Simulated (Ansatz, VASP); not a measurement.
**One calculation of CaS, two programs**

Contents of INCAR:

```
PREC = Accurate
ENCUT = 500
EDIFF = 1E-6
ISMEAR = 0
SIGMA = 0.01
LREAL = F
LASPH = T
NELM = 120
ALGO = Normal
ISIF = 2
LWAVE = F
LCHARG = T
GGA = PE
LELF = T
LVHAR = T
NBANDS = 15
GGA_COMPAT = F
```

File KPOINTS:

```
regular mesh
0
Gamma
  6 6 6
```

The input POSCAR:

```
CaS
1.0
    0.0000000000      2.8479357440      2.8479357440
    2.8479357440      0.0000000000      2.8479357440
    2.8479357440      2.8479357440      0.0000000000
Ca S
1 1
Direct
    0.0000000000      0.0000000000      0.0000000000
    0.5000000000      0.5000000000      0.5000000000
```

Input for Ansatz:

```yaml
crystal:
  lattice:
    - [0.0, 2.847935744, 2.847935744]
    - [2.847935744, 0.0, 2.847935744]
    - [2.847935744, 2.847935744, 0.0]
  atoms:
    - { symbol: Ca, position: [0.0, 0.0, 0.0] }
    - { symbol: S, position: [0.5, 0.5, 0.5] }
kpoints:
  mp_grid: { grid: [6, 6, 6] }
hamiltonian:
  xc: pbe
scf:
  occupations: { method: fixed }
  n_extra_bands: 4
  max_iter: 73
output:
  forces: true
  stress: true
  eigenvalues: true
basis:
  ecutrho_ratio: 12
```

Alike in both runs: task single point; functional PBE; k mesh 6 × 6 × 6; no spin polarisation.

```csv
,VASP,Ansatz
version,VASP 6.6.1,Ansatz 0.2.0
potentials or method,"VASP PAW PBE potentials, release 64 (Ca_sv, S)",plane waves
plane-wave cutoff (eV),500,420
occupations,"gaussian, width 0.01 eV",fixed
valence electrons in the cell,16,16
```

|  | VASP | Ansatz | Ansatz less VASP |
| --- | --- | --- | --- |
| gap on the k mesh at the Fermi level (eV) | 2.36 | 2.36 | +0.005 |
| pressure (GPa) | 0.6 | 0.5 | -0.15 |
